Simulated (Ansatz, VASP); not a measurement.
# Two plane-wave programs on LiCl

Contents of POSCAR:

```
LiCl
1.0
    0.0595803275      2.7926228713      2.7926228713
    2.7926228713      0.0595803275      2.7926228713
    2.7926228713      2.7926228713      0.0595803275
Li Cl
1 1
Direct
    0.0018820899      0.0018820899      0.0018820899
    0.2481179101      0.2481179101      0.2481179101
```

File INCAR.step1:

```
PREC = Accurate ; ENCUT = 520
ISMEAR = 0 ; SIGMA = 0.01
LREAL = False ; LASPH = True
NELM = 60 ; NBANDS = 12
GGA = PE ; ALGO = Normal
EDIFF = 1E-4 ; LWAVE = True
LCHARG = False
```

The input INCAR.step2:

```
PREC = Accurate ; ENCUT = 520
EDIFF = 1E-6 ; ISMEAR = 0
SIGMA = 0.01 ; LREAL = False
LASPH = True ; NELM = 60
ALGO = Normal ; ISIF = 2
LWAVE = False ; LCHARG = True
METAGGA = R2SCAN ; LMIXTAU = True
LELF = True ; LVHAR = True
NBANDS = 12 ; ISTART = 1
```

KPOINTS

```
regular mesh
0
Gamma
  8 8 8
```

Input for Ansatz:

```yaml
crystal:
  lattice:
    - [0.0595803275, 2.7926228713, 2.7926228713]
    - [2.7926228713, 0.0595803275, 2.7926228713]
    - [2.7926228713, 2.7926228713, 0.0595803275]
  atoms:
    - { symbol: Li, position: [0.0018820899, 0.0018820899, 0.0018820899] }
    - { symbol: Cl, position: [0.2481179101, 0.2481179101, 0.2481179101] }
kpoints:
  mp_grid: { grid: [8, 8, 8] }
  band_path:
    path:
      - [0.0, 0.0, 0.0]
      - [-0.5, -0.5, 0.0]
      - [-0.375, -0.375, 0.25]
      - [-0.375, 0.0, 0.375]
      - [0.0, 0.0, 0.5]
      - [-0.5, -0.25, 0.25]
    npoints: 1
hamiltonian:
  xc: r2scan
scf:
  occupations: { method: fixed }
  n_extra_bands: 4
output:
  forces: true
  stress: true
  eigenvalues: true
```

Change from the starting cell: shear_111 strain +3.3%.

Alike in both runs: task single point; functional r2SCAN; k mesh 8 × 8 × 8; no spin polarisation.

```csv
,VASP,Ansatz
version,VASP 6.6.1,Ansatz 0.2.0
potentials or method,"VASP PAW PBE potentials, release 64 (Li_sv, Cl)","plane waves, PAW"
plane-wave cutoff (eV),520,500
occupations,"gaussian, width 0.01 eV",fixed
valence electrons in the cell,10,10
```

VASP gave:

- gap on the k mesh at the Fermi level (eV): 6.60
- rms of the force components (eV/Å): 0.010

What did Ansatz give for the same quantities?

gap on the k mesh at the Fermi level (eV): 6.54; rms of the force components (eV/Å): 0.001.

VASP's potentials were made for PBE, not for r2SCAN. Atom by atom the forces differ by 0.009 eV/Å (rms over components).

Noted on VASP's run: the cutoff is under 1.25 times that of the potentials, so the pressure is a little rough.
